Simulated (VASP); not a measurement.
# CuI (P4/nmm) in VASP: a series of runs

CuI is run at these levels: PBEsol; tasks: single point.

Everything below comes from runs of VASP 6.6.1. Logs are shortened: lines on timing, memory, paths and dates and some standing lists are left out, and cuts for length are marked.

## Step 1: The cell of the first run

Symmetry: P4/nmm, No. 129, tetragonal system. Conventional cell: a = 4.023 Å, b = 4.023 Å, c = 5.651 Å, α = 90.00°, β = 90.00°, γ = 90.00°. Within 3.4 Å of Cu (site symmetry -4m2) lie 4 I at 2.60 Å and 4 Cu at 2.84 Å. I (site symmetry 4mm) has 4 Cu at 2.60 Å within 3.4 Å.

## Step 2: Single point, PBEsol

The input, INCAR:

```
PREC = Accurate
ENCUT = 520
EDIFF = 1E-7
ISMEAR = 0
SIGMA = 0.01
LREAL = False
LASPH = True
NELM = 80
ALGO = Normal
ISIF = 2
LWAVE = False
LCHARG = False
GGA = PS
NBANDS = 26
```

The input, KPOINTS:

```
regular mesh
0
Gamma
  6 6 4
```

The input, POSCAR:

```
CuI
1.0
    4.0229000000      0.0000000000      0.0000000000
    0.0000000000      4.0229000000      0.0000000000
    0.0000000000      0.0000000000      5.6506000000
Cu I
2 2
Direct
    0.0000000000      0.0000000000      0.0000000000
    0.5000000000      0.5000000000      0.0000000000
    0.0000000000      0.5000000000      0.2913000000
    0.5000000000      0.0000000000      0.7087000000
```

Potentials or basis: VASP PAW PBE potentials, release 64 (Cu, I).

The run is started by

```bash
cat potpaw_PBE.64/Cu/POTCAR potpaw_PBE.64/I/POTCAR > POTCAR
mpirun -np 1 vasp_std > vasp.out
```

OUTCAR:

```text
PREC = Accurate
   ENCUT = 520
   EDIFF = 1E-7
   ISMEAR = 0
   LREAL = False
   LASPH = True
   NELM = 80
   ISIF = 2
   GGA = PS

 ion  position               nearest neighbor table
   1  0.000  0.000  0.000-   3 2.60   4 2.60   3 2.60   4 2.60
   2  0.500  0.500  0.000-   3 2.60   4 2.60   4 2.60   3 2.60
   3  0.000  0.500  0.291-   1 2.60   2 2.60   1 2.60   2 2.60
   4  0.500  0.000  0.709-   1 2.60   2 2.60   2 2.60   1 2.60

  LATTYP: Found a simple tetragonal cell.
 ALAT       =     4.0229000000
 C/A-ratio  =     1.4046086157

  Lattice vectors:

 A1 = (   4.0229000000,   0.0000000000,   0.0000000000)
 A2 = (   0.0000000000,   4.0229000000,   0.0000000000)
 A3 = (   0.0000000000,   0.0000000000,   5.6506000000)

Analysis of symmetry for initial positions (statically):
=====================================================================
 Subroutine PRICEL returns:
 Original cell was already a primitive cell.

 Routine SETGRP: Setting up the symmetry group for a
 simple tetragonal supercell.

 Subroutine GETGRP returns: Found 16 space group operations
 (whereof  8 operations were pure point group operations)
 out of a pool of 16 trial point group operations.

The static configuration has the point symmetry D_2d.
 The point group associated with its full space group is D_4h.

Analysis of symmetry for dynamics (positions and initial velocities):
=====================================================================
 Subroutine PRICEL returns:
 Original cell was already a primitive cell.

 Routine SETGRP: Setting up the symmetry group for a
 simple tetragonal supercell.

 Subroutine GETGRP returns: Found 16 space group operations
 (whereof  8 operations were pure point group operations)
 out of a pool of 16 trial point group operations.

The dynamic configuration has the point symmetry D_2d.
 The point group associated with its full space group is D_4h.

 Subroutine INISYM returns: Found 16 space group operations
 (whereof  8 operations are pure point group operations),
 and found     1 'primitive' translations

----------------------------------------------------------------------------------------

                                     Primitive cell

[... 89 lines left out ...]
   LNONCOLLINEAR =      F non collinear calculations
   LSORBIT =      F    spin-orbit coupling
   LASPH  =      T    aspherical Exc in radial PAW
   ENCUT  =  520.0 eV  38.22 Ry    6.18 a.u.   7.48  7.48 10.51*2*pi/ulx,y,z
   NELM   =     80;   NELMIN=  2; NELMDL= -5     # of ELM steps
   EDIFF  = 0.1E-06   stopping-criterion for ELM
   LREAL  =      F    real-space projection
   EDIFFG = 0.1E-05   stopping-criterion for IOM
   NSW    =      0    number of steps for IOM
   IBRION =     -1    ionic relax: 0-MD 1-quasi-New 2-CG
   NFREE  =      0    steps in history (QN), initial steepest desc. (CG)
   ISIF   =      2    stress and relaxation
   ISYM   =      2    0-nonsym 1-usesym 2-fastsym
   POTIM  = 0.5000    time-step for ionic-motion
   TEBEG  =    0.0;   TEEND  =   0.0 temperature during run
   PSTRESS=    0.0 pullay stress
   NELECT =      36.0000    total number of electrons
   NUPDOWN=      -1.0000    fix difference up-down
   EMIN   =  10.00;   EMAX   =-10.00  energy-range for DOS
   EFERMI =   0.00;   METHOD = LEGACY
   ISMEAR =     0;   SIGMA  =   0.01  broadening in eV -4-tet -1-fermi 0-gaus
   EFERMI_NEDOS =   21; number of points for ismear=-14 and -15
   IALGO  =     38    algorithm
   IMIX   =      4    mixing-type and parameters
     AMIX     =   0.40;   BMIX     =  1.00
     AMIX_MAG =   1.60;   BMIX_MAG =  1.00
  volume/ion in A,a.u.               =      22.86       154.28
  Fermi-wavevector in a.u.,A,eV,Ry     =   1.199825  2.267341 19.586682  1.439581
  Thomas-Fermi vector in A             =   2.335678
   LORBIT       =      0    0 simple, 1 ext, 2 COOP (PROOUT), +10 PAW based schemes
   GGA     = PS    functional components
   LHFCALC =     F    Hartree Fock is set to
   AEXX    =    0.0000 exact exchange contribution
   IVDW    =     0    specifies the selected vdW correction
   LEPSILON=     F    determine dielectric tensor
   LRPA    =     F    only Hartree local field effects (RPA)
 non-spin polarized calculation
 Gauss-broadening in eV      SIGMA  =   0.01
  energy-cutoff  :      520.00
  volume of cell :       91.45
 maximum number of plane-waves:      2486
 NGX is ok and might be reduce to    30
   NGX = 15   NGY = 15   NGZ = 21

 number of electron      36.0000013 magnetization

 Free energy of the ion-electron system (eV)
  ---------------------------------------------------
  ext. energy  EPLUGINS =         0.00000000
  ---------------------------------------------------
  free energy    TOTEN  =       -12.52084713 eV

  energy without entropy =      -12.52084713  energy(sigma->0) =      -12.52084713

 E-fermi :   6.5749     XC(G=0): -10.1783

 val. band max:        6.4555188379   @ k =   0.0000   0.0000   0.0000
 cond. band min:       7.9071433935   @ k =   0.0000   0.0000   0.0000
 fundamental gap:      1.4516245556
 Fermi energy:         6.5749061120

 k-point     1 :       0.0000    0.0000    0.0000
  band No.  band energies     occupation
      1      -8.3539      2.00000
      2      -7.0198      2.00000
      3      -0.1753      2.00000
      4       2.4091      2.00000
      5       2.4091      2.00000
      6       2.4099      2.00000
[... 685 lines left out ...]
     25      14.0661      0.00000
     26      14.0661      0.00000

 [... further k-points ...]

------------------------ aborting loop because EDIFF is reached ----------------------------------------

  FORCE on cell =-STRESS in cart. coord.  units (eV):
  Direction    XX          YY          ZZ          XY          YZ          ZX
  --------------------------------------------------------------------------------------
  -------------------------------------------------------------------------------------
  Total        1.3074760      1.3074760      2.1078089      0.0000000      0.0000000     -0.0000000
  in kB       22.9071605     22.9071605     36.9291051      0.0000000      0.0000000     -0.0000000
  external PRESSURE =      27.5811420 kB  Pullay stress =       0.0000000 kB

 VOLUME and BASIS-vectors are now :
 -----------------------------------------------------------------------------
  energy-cutoff  :      520.00
  volume of cell :       91.45
      direct lattice vectors                 reciprocal lattice vectors
     4.022900000  0.000000000  0.000000000     0.248576897  0.000000000  0.000000000
     0.000000000  4.022900000  0.000000000     0.000000000  0.248576897  0.000000000
     0.000000000  0.000000000  5.650600000     0.000000000  0.000000000  0.176972357

 POSITION                                       TOTAL-FORCE (eV/Angst)
 -----------------------------------------------------------------------------------
      0.00000      0.00000      0.00000        -0.000000     -0.000000      0.000000
      2.01145      2.01145      0.00000        -0.000000      0.000000      0.000000
      0.00000      2.01145      1.64602         0.000000     -0.000000     -0.067460
      2.01145      0.00000      4.00458        -0.000000      0.000000      0.067460
 -----------------------------------------------------------------------------------
    total drift:                                0.000000      0.000000      0.000000

  FREE ENERGIE OF THE ION-ELECTRON SYSTEM (eV)
  ---------------------------------------------------
  free  energy   TOTEN  =       -12.5208471321 eV

  energy  without entropy=      -12.5208471321  energy(sigma->0) =      -12.52084713
```

Wall time 1.7 min (1 thread of AMD EPYC 7R13, shared host); peak memory 0.19 GiB.

Results:

```yaml
Free_energy: -12.5208 eV
Pressure: 2.8 GPa
Largest_force: 0.067 eV/Å
Band_gap_on_the_k_mesh: 1.45 eV
```

Forces on the atoms (eV/Å):
```
Cu   0.000  0.000  0.000
Cu   0.000  0.000  0.000
I    0.000  0.000 -0.067
I    0.000  0.000  0.067
```

Stress tensor (GPa, compression positive):
```
2.29 0.00 0.00
0.00 2.29 0.00
0.00 0.00 3.69
```

Caveat: the PAW data sets were made with another functional, which shifts forces and pressure a little; spin-orbit coupling is left out, which moves the levels of the heavy elements. As with any semilocal functional, this PBEsol gap is likely too small.

## Step 3: Single point, PBEsol

This run uses another cell than the first one, of 23.43 Å³/atom.

The input, INCAR:

```
SYSTEM = CuI
PREC = Accurate ; ENCUT = 520
EDIFF = 1E-7 ; ISMEAR = 0
SIGMA = 0.01 ; LREAL = .FALSE.
LASPH = .TRUE. ; NELM = 60
ALGO = Normal ; ISIF = 2
LWAVE = .FALSE. ; LCHARG = .TRUE.
GGA = PS ; LELF = .TRUE.
LVHAR = .TRUE. ; NBANDS = 26
```

The input, KPOINTS:

```
regular mesh
0
G
  6 6 4
  0 0 0
```

The input, POSCAR:

```
CuI
1.0
    4.0561486152      0.0000000000      0.0000000000
    0.0000000000      4.0561486152      0.0000000000
    0.0000000000      0.0000000000      5.6973012914
Cu I
2 2
Direct
    0.0000000000      0.0000000000      0.0000000000
    0.5000000000      0.5000000000      0.0000000000
    0.0000000000      0.5000000000      0.2913000000
    0.5000000000      0.0000000000      0.7087000000
```

Potentials or basis: VASP PAW PBE potentials, release 64 (Cu, I).

The run is started by

```bash
cat potpaw_PBE.64/Cu/POTCAR potpaw_PBE.64/I/POTCAR > POTCAR
mpirun -np 1 vasp_std > vasp.out
```

Run time: 2 min. Hardware: 1 thread of AMD EPYC 7R13, shared host; peak memory 0.19 GiB.

The run converged. Its results:

```
Free energy            : -12.5488 eV
Pressure               : 1.1 GPa
Largest force          : 0.269 eV/Å
Band gap on the k mesh : 1.40 eV
```

Forces in eV/Å, atoms in the order of the input:
```
Cu   0.000  0.000  0.000
Cu   0.000  0.000  0.000
I    0.000  0.000 -0.269
I    0.000  0.000  0.269
```

Stress tensor (GPa, compression positive):
```
0.72 0.00 0.00
0.00 0.72 0.00
0.00 0.00 1.96
```

Levels at points of the mesh, in eV from the valence-band top:
| k point | band 16 | band 17 | band 18 | band 19 | band 20 | band 21 |
| --- | --- | --- | --- | --- | --- | --- |
| (0.00, 0.00, 0.00) | -1.24 | 0.00 | 0.00 | 1.40 | 2.47 | 3.10 |
| (0.50, 0.00, 0.00) | -1.49 | -0.85 | -0.85 | 3.81 | 3.81 | 4.25 |
| (0.50, 0.50, 0.00) | -1.96 | -1.48 | -1.48 | 2.11 | 2.11 | 2.20 |
| (0.00, 0.00, 0.50) | -1.51 | -0.84 | -0.84 | 3.05 | 3.45 | 3.46 |
| (0.50, 0.00, 0.50) | -0.82 | -0.74 | -0.74 | 1.99 | 1.99 | 5.22 |
| (0.50, 0.50, 0.50) | -2.06 | -1.29 | -1.29 | 4.49 | 4.49 | 4.65 |

Caveat: the PAW data sets were made with another functional, which shifts forces and pressure a little; spin-orbit coupling is left out, which moves the levels of the heavy elements. Expect the measured gap to be larger: semilocal functionals such as PBEsol lack the derivative discontinuity.
